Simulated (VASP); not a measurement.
MoS2, 3 atoms in the cell. It takes space group C2/m (No. 12, monoclinic). Conventional cell: a = 6.296 Å, b = 3.860 Å, c = 4.439 Å, α = 90.00°, β = 90.04°, γ = 90.00°. Mo (site symmetry 2/m) has 6 S at 2.35 to 2.60 Å within 3.1 Å. S (site symmetry m) has 3 Mo at 2.35 to 2.60 Å and 3 S at 2.80 to 3.02 Å within 3.1 Å. 

| Item | Value |
| --- | --- |
| Program | VASP 6.6.1 |
| Task | relaxation of cell and atoms |
| Functional | LDA |
| Potentials or basis | VASP PAW LDA potentials, release 64 (Mo_sv, S) |
| Cutoff | 600 eV |
| k mesh | 6 × 6 × 5 |
| Occupations | fermi-dirac, width 0.05 eV |
| Spin | no spin polarisation |
| Dipole correction | no |
| Further INCAR settings | ALGO = Normal; EDIFF = 1e-06; IBRION = 2; EDIFFG = -0.01; NSW = 80; ISIF = 3 |

Potentials or basis: VASP PAW LDA potentials, release 64 (Mo_sv, S).

Command:

```console
$ cat potpaw_LDA.64/Mo_sv/POTCAR potpaw_LDA.64/S/POTCAR > POTCAR
$ mpirun -np 1 vasp_std > vasp.out
```

Hardware: 1 thread of Intel Xeon 8259CL (shared host).

Q: Estimate the wall time of this run.

A: Run time: 22 min on 1 thread of Intel Xeon 8259CL (shared host), peak memory 0.21 GiB. Counts: scf iterations 249, k points 55, ion steps 37.
